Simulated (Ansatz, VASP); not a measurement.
# WS2: VASP beside Ansatz

INCAR

```
SYSTEM = WS2
PREC     = Accurate       ! precision mode
ENCUT    = 520            ! plane-wave cutoff, eV
EDIFF    = 1E-6           ! SCF threshold, eV
ISMEAR   = 0              ! smearing method
SIGMA    = 0.01           ! smearing width, eV
LREAL    = .FALSE.        ! projectors in reciprocal space
LASPH    = .TRUE.         ! aspherical terms in the spheres
NELM     = 60             ! most SCF steps
ALGO     = Normal         ! electronic algorithm
ISIF     = 2              ! what is computed and relaxed
LWAVE    = .FALSE.        ! write WAVECAR
LCHARG   = .FALSE.        ! write CHGCAR
NBANDS   = 35             ! bands
```

File KPOINTS:

```
Automatic mesh
0
G
  12 12 2
  0 0 0
```

The input POSCAR:

```
WS2
1.0
    3.1832085602      0.0000000000      0.0000000000
   -1.5916042801      2.7567394786      0.0000000000
    0.0000000000      0.0000000000     23.6687632500
W S
2 4
Direct
    0.6666666667      0.3333333333      0.3626824600
    0.3333333333      0.6666666667      0.6373175400
    0.6666666667      0.3333333333      0.7031838900
    0.3333333333      0.6666666667      0.4285581700
    0.6666666667      0.3333333333      0.5714418300
    0.3333333333      0.6666666667      0.2968161100
```

File input.yaml:

```yaml
crystal:
  lattice:
    - [3.1832085602, 0.0, 0.0]
    - [-1.5916042801, 2.7567394786, 0.0]
    - [0.0, 0.0, 23.66876325]
  atoms:
    - { symbol: W, position: [0.6666666667, 0.3333333333, 0.36268246] }
    - { symbol: W, position: [0.3333333333, 0.6666666667, 0.63731754] }
    - { symbol: S, position: [0.6666666667, 0.3333333333, 0.70318389] }
    - { symbol: S, position: [0.3333333333, 0.6666666667, 0.42855817] }
    - { symbol: S, position: [0.6666666667, 0.3333333333, 0.57144183] }
    - { symbol: S, position: [0.3333333333, 0.6666666667, 0.29681611] }
kpoints:
  mp_grid: { grid: [12, 12, 2] }
  band_path:
    path:
      - [0.0, 0.0, 0.0]
      - [0.5, 0.0, 0.0]
      - [0.3333333333, 0.3333333333, 0.0]
      - [0.0, 0.0, 0.5]
      - [0.5, 0.0, 0.5]
      - [0.3333333333, 0.3333333333, 0.5]
    npoints: 1
hamiltonian:
  xc: lda
scf:
  occupations: { method: fixed }
  n_extra_bands: 5
output:
  forces: true
  stress: true
  eigenvalues: true
```

Alike in both runs: functional LDA; k mesh 12 × 12 × 2; no spin polarisation.

|  | VASP | Ansatz |
| --- | --- | --- |
| version | VASP 6.6.1 | Ansatz 0.2.0 |
| potentials or method | VASP PAW LDA potentials, release 64 (W_sv, S) | Ansatz PAW |
| plane-wave cutoff (eV) | 520 | 420 |
| occupations | gaussian, width 0.01 eV | fixed |
| valence electrons in the cell | 52 | 52 |
| task | single point | band structure |

VASP gave:

- gap on the k mesh at the Fermi level (eV): 1.45
- least direct gap on the mesh (eV): 1.76
- rms of the force components (eV/Å): 0.144

**Question.** Estimate Ansatz's values.

**Answer.** gap on the k mesh at the Fermi level (eV): 1.43; least direct gap on the mesh (eV): 1.75; rms of the force components (eV/Å): 0.166.

LDA's correlation is that of Perdew and Zunger in VASP and of Perdew and Wang (1992) in Ansatz. Atom by atom the forces differ by 0.022 eV/Å (rms over components).

Neither program's run includes spin-orbit coupling.
